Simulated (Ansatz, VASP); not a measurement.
**Two plane-wave programs on BaS**

```
Ba S
1.0
     0.00000    3.21420    3.21420
     3.21420    0.00000    3.21420
     3.21420    3.21420    0.00000
Ba S
1 1
Direct
  0.50000 0.50000 0.50000
  0.00000 0.00000 0.00000
```

Alike in both runs: task single point; functional LDA; k mesh 12 × 12 × 12; occupations tetrahedron; no spin polarisation.

|  | VASP | Ansatz |
| --- | --- | --- |
| version | VASP 6.6.1 | Ansatz 0.2.0 |
| potentials or method | VASP PAW LDA potentials, release 64 (Ba_sv, S), cutoff 520 eV | scalar-relativistic, plane waves, PAW |
| valence electrons in the cell | 16 | 16 |

```tsv
	VASP	Ansatz	Ansatz less VASP
gap on the k mesh at the Fermi level (eV)	1.94	2.04	+0.100
pressure (GPa)	-2.6	-3.2	-0.59
```

LDA's correlation is that of Perdew and Zunger in VASP and of Perdew and Wang (1992) in Ansatz. Ansatz's warnings: band table not solved further, tetrahedron derivatives may miss energy slope.

Spin-orbit coupling is off throughout.
